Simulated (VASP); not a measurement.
# Mo (Pm-3m) in VASP: single point with LDA

Aim: the single point of Mo with LDA.

Program: VASP 6.6.1. These are calculated values, not measurements. Logs are shortened: lines on timing, memory, paths and dates and some standing lists are left out, and cuts for length are marked.

## Step 1: The cell of the first run

Symmetry: Pm-3m, No. 221, cubic system. Conventional cell: a = 2.562 Å, b = 2.562 Å, c = 2.562 Å, α = 90.00°, β = 90.00°, γ = 90.00°. Mo (site symmetry m-3m) has 6 Mo at 2.56 Å within 3.4 Å.

## Step 2: Single point, LDA

Contents of INCAR:

```
ALGO = Normal ; EDIFF = 1E-7
ENCUT = 520 ; GGA = CA
ISIF = 2 ; ISMEAR = -1
LASPH = True ; LCHARG = False
LREAL = False ; LWAVE = False
NBANDS = 13 ; NELM = 100
PREC = Accurate ; SIGMA = 0.13605693000000002
```

Contents of KPOINTS:

```
k-points
0
Gamma
  13 13 13
```

Contents of POSCAR:

```
Mo
1.0
    2.5621234823      0.0000000000      0.0000000000
    0.0000000000      2.5621234823      0.0000000000
    0.0000000000      0.0000000000      2.5621234823
Mo
1
Direct
    0.0000000000      0.0000000000      0.0000000000
```

Potentials or basis: VASP PAW LDA potentials, release 64 (Mo_sv).

Run with:

```sh
$ cat potpaw_LDA.64/Mo_sv/POTCAR > POTCAR
$ mpirun -np 1 vasp_std > vasp.out
```

OUTCAR:

```text
EDIFF = 1E-7
   ENCUT = 520
   GGA = CA
   ISIF = 2
   ISMEAR = -1
   LASPH = True
   LREAL = False
   NELM = 100
   PREC = Accurate

 ion  position               nearest neighbor table
   1  0.000  0.000  0.000-

  LATTYP: Found a simple cubic cell.
 ALAT       =     2.5621234823

  Lattice vectors:

 A1 = (   2.5621234823,   0.0000000000,   0.0000000000)
 A2 = (   0.0000000000,   2.5621234823,   0.0000000000)
 A3 = (   0.0000000000,   0.0000000000,   2.5621234823)

Analysis of symmetry for initial positions (statically):
=====================================================================
 Subroutine PRICEL returns:
 Original cell was already a primitive cell.

 Routine SETGRP: Setting up the symmetry group for a
 simple cubic supercell.

 Subroutine GETGRP returns: Found 48 space group operations
 (whereof 48 operations were pure point group operations)
 out of a pool of 48 trial point group operations.

The static configuration has the point symmetry O_h .

Analysis of symmetry for dynamics (positions and initial velocities):
=====================================================================
 Subroutine PRICEL returns:
 Original cell was already a primitive cell.

 Routine SETGRP: Setting up the symmetry group for a
 simple cubic supercell.

 Subroutine GETGRP returns: Found 48 space group operations
 (whereof 48 operations were pure point group operations)
 out of a pool of 48 trial point group operations.

The dynamic configuration has the point symmetry O_h .

 Subroutine INISYM returns: Found 48 space group operations
 (whereof 48 operations are pure point group operations),
 and found     1 'primitive' translations

----------------------------------------------------------------------------------------

                                     Primitive cell

  volume of cell :      16.8190

  direct lattice vectors                    reciprocal lattice vectors
     2.562123482  0.000000000  0.000000000     0.390301251  0.000000000  0.000000000
     0.000000000  2.562123482  0.000000000     0.000000000  0.390301251  0.000000000
     0.000000000  0.000000000  2.562123482     0.000000000  0.000000000  0.390301251

  length of vectors
     2.562123482  2.562123482  2.562123482     0.390301251  0.390301251  0.390301251

  position of ions in fractional coordinates (direct lattice)
     0.000000000  0.000000000  0.000000000

  ion indices of the primitive-cell ions
   primitive index   ion index
                 1           1

----------------------------------------------------------------------------------------

 KPOINTS: k-points

Automatic generation of k-mesh.
 Grid dimensions read from file:
 generate k-points for:   13   13   13

 Generating k-lattice:

  Cartesian coordinates                     Fractional coordinates (reciprocal lattice)
     0.030023173  0.000000000  0.000000000     0.076923077  0.000000000  0.000000000
     0.000000000  0.030023173  0.000000000     0.000000000  0.076923077  0.000000000
     0.000000000  0.000000000  0.030023173     0.000000000  0.000000000  0.076923077

  Length of vectors
     0.030023173  0.030023173  0.030023173

  Shift w.r.t. Gamma in fractional coordinates (k-lattice)
     0.000000000  0.000000000  0.000000000

 Subroutine IBZKPT returns following result:
 ===========================================

 Found     84 irreducible k-points:

 Following reciprocal coordinates:
            Coordinates               Weight
  0.000000  0.000000  0.000000      1.000000
  0.076923  0.000000  0.000000      6.000000
  0.153846  0.000000  0.000000      6.000000
  0.230769  0.000000  0.000000      6.000000
  0.307692  0.000000  0.000000      6.000000
  0.384615  0.000000  0.000000      6.000000
[... 16 lines left out ...]
  0.307692  0.307692  0.000000     12.000000
  0.384615  0.307692  0.000000     24.000000
 [... further k-points ...]
   k-points           NKPTS =     84   k-points in BZ     NKDIM =     84   number of bands    NBANDS=     13
   number of dos      NEDOS =    301   number of ions     NIONS =      1
   total plane-waves  NPLWV =   8000
   dimension x,y,z NGX =    20 NGY =   20 NGZ =   20
   dimension x,y,z NGXF=    40 NGYF=   40 NGZF=   40
   ions per type =               1
   NGX,Y,Z   is equivalent  to a cutoff of  12.98, 12.98, 12.98 a.u.
   NGXF,Y,Z  is equivalent  to a cutoff of  25.95, 25.95, 25.95 a.u.
 SYSTEM =  unknown system
   PREC   = accura    normal or accurate (medium, high low for compatibility)
   ISTART =      0    job   : 0-new  1-cont  2-samecut
   ICHARG =      2    charge: 1-file 2-atom 10-const
   ISPIN  =      1    spin polarized calculation?
   LNONCOLLINEAR =      F non collinear calculations
   LSORBIT =      F    spin-orbit coupling
   LASPH  =      T    aspherical Exc in radial PAW
   ENCUT  =  520.0 eV  38.22 Ry    6.18 a.u.   4.76  4.76  4.76*2*pi/ulx,y,z
   NELM   =    100;   NELMIN=  2; NELMDL= -5     # of ELM steps
   EDIFF  = 0.1E-06   stopping-criterion for ELM
   LREAL  =      F    real-space projection
   EDIFFG = 0.1E-05   stopping-criterion for IOM
   NSW    =      0    number of steps for IOM
   IBRION =     -1    ionic relax: 0-MD 1-quasi-New 2-CG
   NFREE  =      0    steps in history (QN), initial steepest desc. (CG)
   ISIF   =      2    stress and relaxation
   ISYM   =      2    0-nonsym 1-usesym 2-fastsym
   POTIM  = 0.5000    time-step for ionic-motion
   TEBEG  =    0.0;   TEEND  =   0.0 temperature during run
   PSTRESS=    0.0 pullay stress
   NELECT =      14.0000    total number of electrons
   NUPDOWN=      -1.0000    fix difference up-down
   EMIN   =  10.00;   EMAX   =-10.00  energy-range for DOS
   EFERMI =   0.00;   METHOD = LEGACY
   ISMEAR =    -1;   SIGMA  =   0.14  broadening in eV -4-tet -1-fermi 0-gaus
   EFERMI_NEDOS =   21; number of points for ismear=-14 and -15
   IALGO  =     38    algorithm
   IMIX   =      4    mixing-type and parameters
     AMIX     =   0.40;   BMIX     =  1.00
     AMIX_MAG =   1.60;   BMIX_MAG =  1.00
  volume/ion in A,a.u.               =      16.82       113.50
  Fermi-wavevector in a.u.,A,eV,Ry     =   1.539988  2.910156 32.267091  2.371564
  Thomas-Fermi vector in A             =   2.646139
   LORBIT       =      0    0 simple, 1 ext, 2 COOP (PROOUT), +10 PAW based schemes
   GGA     = CA    functional components
   LHFCALC =     F    Hartree Fock is set to
   AEXX    =    0.0000 exact exchange contribution
   IVDW    =     0    specifies the selected vdW correction
   LEPSILON=     F    determine dielectric tensor
   LRPA    =     F    only Hartree local field effects (RPA)
 non-spin polarized calculation
  energy-cutoff  :      520.00
  volume of cell :       16.82
 maximum number of plane-waves:       466
 NGX is ok and might be reduce to    20
   NGX =  9   NGY =  9   NGZ =  9

 number of electron      13.9999995 magnetization

 Free energy of the ion-electron system (eV)
  ---------------------------------------------------
  ext. energy  EPLUGINS =         0.00000000
  ---------------------------------------------------
  free energy    TOTEN  =       -10.99836929 eV

  energy without entropy =      -10.95014897  energy(sigma->0) =      -10.97425913

 E-fermi :  11.1538     XC(G=0): -13.0518

 val. band max:       11.1529058551   @ k =   0.3077   0.2308   0.2308
 cond. band min:      11.2688080150   @ k =   0.3077   0.3077   0.1538
 fundamental gap:      0.1159021599
 Fermi energy:        11.1537703372

 k-point     1 :       0.0000    0.0000    0.0000
  band No.  band energies     occupation
      1     -49.6055      2.00000
      2     -22.9428      2.00000
      3     -22.9428      2.00000
      4     -22.9428      2.00000
      5       4.5721      2.00000
      6       6.7919      2.00000
      7       6.7920      2.00000
      8      15.2498      0.00000
      9      15.2498      0.00000
     10      15.2498      0.00000
     11      26.9802      0.00000
     12      26.9802      0.00000
     13      26.9802      0.00000

 k-point     2 :       0.0769    0.0000    0.0000
  band No.  band energies     occupation
      1     -49.5922      2.00000
      2     -23.0484      2.00000
      3     -22.9338      2.00000
      4     -22.9338      2.00000
      5       4.7602      2.00000
      6       6.8403      2.00000
      7       7.0131      2.00000
      8      14.9773      0.00000
      9      14.9773      0.00000
     10      15.2695      0.00000
     11      26.0735      0.00000
     12      27.3657      0.00000
     13      27.3657      0.00000

 k-point     3 :       0.1538    0.0000    0.0000
  band No.  band energies     occupation
      1     -49.5552      2.00000
      2     -23.3349      2.00000
      3     -22.9087      2.00000
      4     -22.9087      2.00000
      5       5.2449      2.00000
      6       6.9773      2.00000
      7       7.6898      2.00000
      8      14.2959      0.00000
      9      14.2959      0.00000
     10      15.3244      0.00000
     11      24.2661      0.00000
     12      28.3635      0.00000
     13      28.3635      0.00000
[... 305 lines left out ...]
 k-point    23 :       0.3077    0.3077    0.0000
  band No.  band energies     occupation
      1     -49.2902      2.00000
      2     -23.9909      2.00000
      3     -23.9521      2.00000
      4     -22.7319      2.00000
      5       7.2450      2.00000
      6       8.1344      2.00000
      7      11.7393      0.02668
      8      12.9924      0.00000
      9      13.0486      0.00000
     10      13.2762      0.00000
     11      22.1051      0.00000
     12      25.4432      0.00000
     13      29.0937      0.00000

 k-point    24 :       0.3846    0.3077    0.0000
  band No.  band energies     occupation
      1     -49.2439      2.00000
      2     -24.2800      2.00000
      3     -23.9262      2.00000
      4     -22.7015      2.00000
      5       6.9075      2.00000
      6       8.2748      2.00000
      7      12.3573      0.00029
      8      12.5777      0.00006
      9      13.2787      0.00000
     10      14.4562      0.00000
     11      21.0864      0.00000
     12      26.0715      0.00000
     13      28.6459      0.00000

 [... further k-points ...]
[... 5 lines left out ...]
  --------------------------------------------------------------------------------------
  -------------------------------------------------------------------------------------
  Total       -0.0862556     -0.0862556     -0.0862556      0.0000000      0.0000000     -0.0000000
  in kB       -8.2167082     -8.2167082     -8.2167082      0.0000000      0.0000000     -0.0000000
  external PRESSURE =      -8.2167082 kB  Pullay stress =       0.0000000 kB

 VOLUME and BASIS-vectors are now :
 -----------------------------------------------------------------------------
  energy-cutoff  :      520.00
  volume of cell :       16.82
      direct lattice vectors                 reciprocal lattice vectors
     2.562123482  0.000000000  0.000000000     0.390301251  0.000000000  0.000000000
     0.000000000  2.562123482  0.000000000     0.000000000  0.390301251  0.000000000
     0.000000000  0.000000000  2.562123482     0.000000000  0.000000000  0.390301251

 POSITION                                       TOTAL-FORCE (eV/Angst)
 -----------------------------------------------------------------------------------
      0.00000      0.00000      0.00000         0.000000      0.000000      0.000000
 -----------------------------------------------------------------------------------
    total drift:                               -0.000000      0.000000      0.000000

  FREE ENERGIE OF THE ION-ELECTRON SYSTEM (eV)
  ---------------------------------------------------
  free  energy   TOTEN  =       -10.9983692946 eV

  energy  without entropy=      -10.9501489662  energy(sigma->0) =      -10.97425913
```

It took 5 s on 1 thread of Intel Xeon 6975P-C (Granite Rapids), shared host; peak memory 0.13 GiB.

Results:

```
Free energy            : -10.9984 eV
Pressure               : -0.8 GPa
Band gap on the k mesh : zero (band 7 reaches 12.67 eV, above the bottom of band 8 at 10.50 eV)
```
